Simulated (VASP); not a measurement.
## MgS: single point with PBE0

MgS:

```
CELL_PARAMETERS angstrom
0.00000 2.60152 2.60152
2.60152 0.00000 2.60152
2.60152 2.60152 0.00000
ATOMIC_POSITIONS crystal
Mg 0.00000 0.00000 0.00000
S 0.50000 0.50000 0.50000
```

* Program: VASP 6.6.1
* Task: single point
* Functional: PBE0
* Potentials or basis: VASP PAW PBE potentials, release 64 (Mg, S)
* Cutoff: 520 eV
* k mesh: 6 × 6 × 6
* Occupations: gaussian, width 0.01 eV
* Spin: no spin polarisation

```yaml
Pressure: -0.7 GPa
Band_gap_on_the_k_mesh: 4.49 eV (least direct gap 5.51 eV)
```

Levels at points of the mesh, in eV from the valence-band top:
```
           k point  band 1  band 2  band 3  band 4  band 5  band 6  band 7  band 8  band 9
(0.00, 0.00, 0.00)  -14.02    0.00    0.00    0.00    5.51    9.86    9.86    9.86   12.47
(0.50, 0.00, 0.00)  -12.58   -5.32   -0.65   -0.65    6.28    8.81    8.81   12.37   14.28
(0.50, 0.50, 0.00)  -12.17   -4.64   -1.86   -1.86    4.49    6.07   14.29   15.13   15.69
```

Wall time 6.1 min on 1 thread of Intel(R) Xeon(R) 6975P-C (Granite Rapids), on a shared host, peak memory 0.17 GiB.

Caveat: the PAW data sets were made with another functional, which shifts forces and pressure a little. A k mesh can miss the band edges.
